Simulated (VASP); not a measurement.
# CuO in VASP: relaxation of shape and atoms at fixed volume with PBE

Aim: the relaxation of shape and atoms at fixed volume of CuO with PBE.

All numbers are computed with VASP 6.6.1; they aren't measurements. Logs are shortened: lines on timing, memory, paths and dates and some standing lists are left out, and cuts for length are marked.

## 1. The cell of the first run

The typed cell holds 4 atoms: a = 2.968 Å, b = 2.968 Å, c = 5.186 Å, α = 90.00°, β = 90.00°, γ = 89.86°.

## 2. Relaxation of shape and atoms at fixed volume, PBE (11.42 Å³/atom)

INCAR reads:

```
PREC = Accurate ; ENCUT = 600
EDIFF = 1E-6 ; ISMEAR = 0
SIGMA = 0.05 ; LREAL = F
LASPH = T ; NELM = 80
ALGO = Normal ; ISIF = 4
LWAVE = F ; LCHARG = F
GGA = PE ; IBRION = 2
NSW = 60 ; EDIFFG = -0.01
```

KPOINTS reads:

```
regular mesh
0
Gamma
  12 12 8
```

POSCAR reads:

```
CuO
1.0
    2.0948372786     -2.0960731624      0.1642294592
    2.0948372786      2.0960731624      0.1642294592
   -0.4056698703      0.0000000000      5.1700414233
Cu O
2 2
Direct
    0.0000000000      0.5000000000      0.0000000000
    0.5000000000      0.0000000000      0.5000000000
    0.5000133234      0.4999866766      0.2500000000
    0.4999866766      0.5000133234      0.7500000000
```

Potentials or basis: VASP PAW PBE potentials, release 64 (Cu, O).

The run is started by

```sh
$ cat potpaw_PBE.64/Cu/POTCAR potpaw_PBE.64/O/POTCAR > POTCAR
$ mpirun -np 1 vasp_std > vasp.out
```

OUTCAR:

```text
PREC = Accurate
   ENCUT = 600
   EDIFF = 1E-6
   ISMEAR = 0
   LREAL = F
   LASPH = T
   NELM = 80
   ISIF = 4
   GGA = PE
   IBRION = 2
   NSW = 60
   EDIFFG = -0.01

 ion  position               nearest neighbor table
   1  0.000  0.500  0.000-   3 1.97   4 1.97   4 1.97   3 1.97
   2  0.500  0.000  0.500-   4 1.97   3 1.97   4 1.97   3 1.97
   3  0.500  0.500  0.250-   2 1.97   1 1.97   2 1.97   1 1.97
   4  0.500  0.500  0.750-   1 1.97   2 1.97   2 1.97   1 1.97

  LATTYP: Found a base centered monoclinic cell.
 ALAT       =     4.2025299709
 B/A-ratio  =     0.9975291917
 C/A-ratio  =     1.2340025130
 COS(beta)  =    -0.0000678406

  Lattice vectors:

 A1 = (   2.0948372786,  -2.0960731624,   0.1642294592)
 A2 = (   2.0948372786,   2.0960731624,   0.1642294592)
 A3 = (  -0.4056698703,   0.0000000000,   5.1700414233)

Analysis of symmetry for initial positions (statically):
=====================================================================
 Subroutine PRICEL returns:
 Original cell was already a primitive cell.

 Routine SETGRP: Setting up the symmetry group for a
 base centered monoclinic supercell.

 Subroutine GETGRP returns: Found  4 space group operations
 (whereof  2 operations were pure point group operations)
 out of a pool of  4 trial point group operations.

The static configuration has the point symmetry S_2 .
 The point group associated with its full space group is C_2h.

Analysis of symmetry for dynamics (positions and initial velocities):
=====================================================================
 Subroutine PRICEL returns:
 Original cell was already a primitive cell.

 Routine SETGRP: Setting up the symmetry group for a
 base centered monoclinic supercell.

 Subroutine GETGRP returns: Found  4 space group operations
 (whereof  2 operations were pure point group operations)
 out of a pool of  4 trial point group operations.

The dynamic configuration has the point symmetry S_2 .
 The point group associated with its full space group is C_2h.

 Subroutine INISYM returns: Found  4 space group operations
 (whereof  2 operations are pure point group operations),
 and found     1 'primitive' translations

----------------------------------------------------------------------------------------

                                     Primitive cell
[... 101 lines left out ...]
   ISIF   =      4    stress and relaxation
   ISYM   =      2    0-nonsym 1-usesym 2-fastsym
   POTIM  = 0.5000    time-step for ionic-motion
   TEBEG  =    0.0;   TEEND  =   0.0 temperature during run
   PSTRESS=    0.0 pullay stress
   NELECT =      34.0000    total number of electrons
   NUPDOWN=      -1.0000    fix difference up-down
   EMIN   =  10.00;   EMAX   =-10.00  energy-range for DOS
   EFERMI =   0.00;   METHOD = LEGACY
   ISMEAR =     0;   SIGMA  =   0.05  broadening in eV -4-tet -1-fermi 0-gaus
   EFERMI_NEDOS =   21; number of points for ismear=-14 and -15
   IALGO  =     38    algorithm
   IMIX   =      4    mixing-type and parameters
     AMIX     =   0.40;   BMIX     =  1.00
     AMIX_MAG =   1.60;   BMIX_MAG =  1.00
  volume/ion in A,a.u.               =      11.42        77.07
  Fermi-wavevector in a.u.,A,eV,Ry     =   1.483610  2.803616 29.947767  2.201099
  Thomas-Fermi vector in A             =   2.597250
   LORBIT       =      0    0 simple, 1 ext, 2 COOP (PROOUT), +10 PAW based schemes
   GGA     = PE    functional components
   LHFCALC =     F    Hartree Fock is set to
   AEXX    =    0.0000 exact exchange contribution
   IVDW    =     0    specifies the selected vdW correction
   LEPSILON=     F    determine dielectric tensor
   LRPA    =     F    only Hartree local field effects (RPA)
 conjugate gradient relaxation of ions
 non-spin polarized calculation
 Gauss-broadening in eV      SIGMA  =   0.05
  energy-cutoff  :      600.00
  volume of cell :       45.68
 maximum number of plane-waves:      1552
   NGX = 11   NGY = 11   NGZ = 21

--------------------------------------- Ionic step        1  -------------------------------------------

 number of electron      34.0000031 magnetization

 Free energy of the ion-electron system (eV)
  ---------------------------------------------------
  ext. energy  EPLUGINS =         0.00000000
  ---------------------------------------------------
  free energy    TOTEN  =       -19.73143635 eV

  energy without entropy =      -19.72757066  energy(sigma->0) =      -19.72950351

------------------------ aborting loop because EDIFF is reached ----------------------------------------

  FORCE on cell =-STRESS in cart. coord.  units (eV):
  Direction    XX          YY          ZZ          XY          YZ          ZX
  --------------------------------------------------------------------------------------
  -------------------------------------------------------------------------------------
  Total       -0.6160449     -0.6027886     -0.8225897      0.0000000      0.0000000      0.0167151
  in kB      -21.6062215    -21.1412899    -28.8502608      0.0000000      0.0000000      0.5862390
  external PRESSURE =     -23.8659241 kB  Pullay stress =       0.0000000 kB
[... 63 lines left out ...]
--------------------------------------- Ionic step        3  -------------------------------------------

 number of electron      34.0000029 magnetization

 Free energy of the ion-electron system (eV)
  ---------------------------------------------------
  ext. energy  EPLUGINS =         0.00000000
  ---------------------------------------------------
  free energy    TOTEN  =       -19.73181106 eV

  energy without entropy =      -19.72793796  energy(sigma->0) =      -19.72987451

 E-fermi :   4.5256     XC(G=0): -11.1467

 val. band max:        4.5252799874   @ k =  -0.3333   0.0833  -0.0000
 cond. band min:       4.5260789578   @ k =   0.4167   0.0833  -0.0000
 fundamental gap:      0.0007989704
 Fermi energy:         4.5255818979

 k-point     1 :       0.0000    0.0000    0.0000
  band No.  band energies     occupation
      1     -15.0296      2.00000
      2     -13.7694      2.00000
      3      -3.2912      2.00000
      4      -0.7235      2.00000
      5      -0.7191      2.00000
      6       0.9495      2.00000
[... 565 lines left out ...]
     20       9.6703      0.00000
     21      12.2790      0.00000

 [... further k-points ...]

------------------------ aborting loop because EDIFF is reached ----------------------------------------

  FORCE on cell =-STRESS in cart. coord.  units (eV):
  Direction    XX          YY          ZZ          XY          YZ          ZX
  --------------------------------------------------------------------------------------
  -------------------------------------------------------------------------------------
  Total       -0.5922599     -0.5812117     -0.5825005      0.0000000      0.0000000     -0.0006775
  in kB      -20.7720212    -20.3845354    -20.4297354      0.0000000      0.0000000     -0.0237611
  external PRESSURE =     -20.5287640 kB  Pullay stress =       0.0000000 kB
[... 19 lines left out ...]
  FREE ENERGIE OF THE ION-ELECTRON SYSTEM (eV)
  ---------------------------------------------------
  free  energy   TOTEN  =       -19.7318110574 eV

  energy  without entropy=      -19.7279379592  energy(sigma->0) =      -19.72987451

 reached required accuracy - stopping structural energy minimisation
```

OSZICAR:

```text
N       E                     dE             d eps       ncg     rms          rms(c)
DAV:   1     0.328773055952E+03    0.32877E+03   -0.18355E+04 13632   0.276E+03
DAV:   2     0.253821015903E+02   -0.30339E+03   -0.28769E+03 13755   0.458E+02
[... 19 lines left out ...]
   2 F= -.19731717E+02 E0= -.19729781E+02  d E =-.280681E-03
       N       E                     dE             d eps       ncg     rms          rms(c)
DAV:   1    -0.197325158387E+02   -0.79814E-03   -0.42843E-02 13740   0.201E+00    0.217E-01
DAV:   2    -0.197320651000E+02    0.45074E-03   -0.82650E-04 19907   0.499E-01    0.128E-01
DAV:   3    -0.197318102616E+02    0.25484E-03   -0.18533E-04 22152   0.354E-01    0.129E-02
DAV:   4    -0.197318117684E+02   -0.15069E-05   -0.28931E-05 20340   0.105E-01    0.858E-03
DAV:   5    -0.197318110574E+02    0.71103E-06   -0.32462E-06 12525   0.672E-02
   3 F= -.19731811E+02 E0= -.19729875E+02  d E =-.374708E-03
```

Wall time 8.2 min (1 thread of Intel Xeon 8259CL, shared host); peak memory 0.4 GiB.

What came out:

- Free energy: -19.7318 eV
- Energy gained by relaxing: 0.1 meV/atom
- Ionic steps: 3
- Pressure after relaxing: -2.1 GPa
- Band gap on the k mesh: zero (bands 17 and 18 overlap by 1.18 eV)

The path:
```tsv
step	energy change (eV)	largest force (eV/Å)	pressure (GPa)	volume (Å³)
1	0.0000	0.0000	-2.39	45.68
2	-0.0003	0.0000	-2.20	45.68
3	-0.0004	0.0000	-2.05	45.68
```

Final structure:
```cif
data_structure
_symmetry_space_group_name_H-M 'P 1'
_symmetry_Int_Tables_number 1
_cell_length_a 2.9733
_cell_length_b 2.9733
_cell_length_c 5.1673
_cell_angle_alpha 90.002
_cell_angle_beta 90.002
_cell_angle_gamma 89.875
_cell_volume 45.68
loop_
_atom_site_label
_atom_site_type_symbol
_atom_site_fract_x
_atom_site_fract_y
_atom_site_fract_z
_atom_site_occupancy
Cu1 Cu 0.00000 0.50000 0.00000 1
Cu2 Cu 0.50000 0.00000 0.50000 1
O1 O 0.50001 0.49999 0.25000 1
O2 O 0.49999 0.50001 0.75000 1
```

Levels at points of the mesh, in eV from the Fermi level:
```tsv
k point	band 14	band 15	band 16	band 17	band 18	band 19	band 20	band 21
(0.00, 0.00, 0.00)	-2.30	-2.22	-1.83	0.65	0.66	1.33	6.06	7.18
(0.50, 0.00, 0.00)	-1.83	-1.54	-1.46	0.21	0.46	3.81	5.75	6.31
(0.50, 0.50, 0.00)	-2.30	-1.60	-1.19	-1.18	1.08	2.22	7.21	9.63
(0.00, 0.00, 0.50)	-2.19	-1.51	-1.51	0.11	0.11	3.40	3.40	11.54
(0.50, 0.00, 0.50)	-2.28	-1.97	-1.78	-0.20	0.66	4.36	5.78	8.20
(0.50, 0.50, 0.50)	-1.83	-1.40	-1.40	-0.53	-0.53	4.05	4.05	10.17
```

Caveat: semilocal functionals often make such compounds metallic where correlation or magnetic order opens a gap, which also shifts bond lengths.
